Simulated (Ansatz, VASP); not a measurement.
TaCu3H6: VASP beside Ansatz

INCAR

```
ALGO     = Normal         # electronic algorithm
EDIFF    = 1E-6           # SCF threshold, eV
ENCUT    = 520            # plane-wave cutoff, eV
GGA      = PE             # functional
ISIF     = 2              # what is computed and relaxed
ISMEAR   = 0              # smearing method
LASPH    = True           # aspherical terms in the spheres
LCHARG   = False          # write CHGCAR
LREAL    = False          # projectors in reciprocal space
LWAVE    = False          # write WAVECAR
NBANDS   = 36             # bands
NELM     = 100            # most SCF steps
PREC     = Accurate       # precision mode
SIGMA    = 0.1            # smearing width, eV
```

Contents of KPOINTS:

```
k-points
0
Gamma
  4 4 4
```

Contents of POSCAR:

```
TaCu3H6
1.0
    0.0000000000      3.8373529300      3.8373529300
    3.8373529300      0.0000000000      3.8373529300
    3.8373529300      3.8373529300      0.0000000000
Ta Cu H
1 3 6
Direct
    0.0000000000      0.0000000000      0.0000000000
    0.7500000000      0.7500000000      0.7500000000
    0.2500000000      0.2500000000      0.2500000000
    0.5000000000      0.5000000000      0.5000000000
    0.7835039900      0.2164960100      0.2164960100
    0.2164960100      0.2164960100      0.7835039900
    0.2164960100      0.7835039900      0.7835039900
    0.2164960100      0.7835039900      0.2164960100
    0.7835039900      0.2164960100      0.7835039900
    0.7835039900      0.7835039900      0.2164960100
```

Input for Ansatz:

```yaml
crystal:
  lattice:
    - [0.0, 3.83735293, 3.83735293]
    - [3.83735293, 0.0, 3.83735293]
    - [3.83735293, 3.83735293, 0.0]
  atoms:
    - { symbol: Ta, position: [0.0, 0.0, 0.0] }
    - { symbol: Cu, position: [0.75, 0.75, 0.75] }
    - { symbol: Cu, position: [0.25, 0.25, 0.25] }
    - { symbol: Cu, position: [0.5, 0.5, 0.5] }
    - { symbol: H, position: [0.78350399, 0.21649601, 0.21649601] }
    - { symbol: H, position: [0.21649601, 0.21649601, 0.78350399] }
    - { symbol: H, position: [0.21649601, 0.78350399, 0.78350399] }
    - { symbol: H, position: [0.21649601, 0.78350399, 0.21649601] }
    - { symbol: H, position: [0.78350399, 0.21649601, 0.78350399] }
    - { symbol: H, position: [0.78350399, 0.78350399, 0.21649601] }
basis:
  ecutwfc: 420
kpoints:
  mp_grid: { grid: [4, 4, 4] }
hamiltonian:
  xc: pbe
scf:
  occupations: { method: gaussian, width: 0.1 }
  lower_state_search: "off"
output:
  forces: true
  stress: true
  eigenvalues: true
```

Change from the starting cell: species swapped into the Cs3ScCl6 type (Fm-3m, No. 225).

Alike in both runs: task single point; functional PBE; k mesh 4 × 4 × 4; occupations gaussian, width 0.1 eV; no spin polarisation.

```csv
,VASP,Ansatz
version,VASP 6.6.1,Ansatz 0.2.0
potentials or method,"VASP PAW PBE potentials, release 64 (Ta_pv, Cu, H), cutoff 520 eV","scalar-relativistic, plane waves, PAW"
valence electrons in the cell,50,76
```

Ansatz gave:

| Property | Result |
| --- | --- |
| gap on the k mesh at the Fermi level (eV) | none |
| pressure (GPa) | 1.5 |
| rms of the force components (eV/Å) | 1.638 |

Task: What did VASP give for the same quantities?

Result: gap on the k mesh at the Fermi level (eV): none; pressure (GPa): 1.4; rms of the force components (eV/Å): 1.646.

Atom by atom the forces differ by 0.008 eV/Å (rms over components). A gap of «none» marks a metal or a gap that the smearing closes. The functional is the same, so the differences come from potentials, cutoffs and numerics. VASP's potentials hold 50 valence electrons a cell and Ansatz's 76, so a difference there can come from the potentials and not from the codes.

Spin-orbit coupling is off throughout.
